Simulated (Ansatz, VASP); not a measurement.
KI: VASP beside Ansatz

```xyz
2
Lattice="0.0000 3.5443 3.6864 3.5443 0.0000 3.6864 3.5443 3.5443 0.0000" Properties=species:S:1:pos:R:3 pbc="T T T"
K     0.0000    0.0000    0.0000
I     3.5443    3.5443    3.6864
```

Change from the starting cell: uniaxial_z strain +4.0%.

Alike in both runs: task single point; functional PBE; k mesh 6 × 6 × 6; occupations fermi-dirac, width 0.02 eV; no spin polarisation.

|  | VASP | Ansatz |
| --- | --- | --- |
| version | VASP 6.6.1 | Ansatz 0.2.0 |
| potentials or method | VASP PAW PBE potentials, release 64 (K_sv, I) | plane waves, PAW |
| plane-wave cutoff (eV) | 520 | 420 |
| valence electrons in the cell | 16 | 26 |

```csv
,VASP,Ansatz,Ansatz less VASP
gap on the k mesh at the Fermi level (eV),3.85,3.85,+0.004
pressure (GPa),0.1,0.0,-0.03
"traceless stress, the component that is largest in VASP (GPa)",-0.50,-0.49,+0.006
```

VASP's potentials hold 16 valence electrons a cell and Ansatz's 26, so a difference there can come from the potentials and not from the codes.

Neither program's run includes spin-orbit coupling.
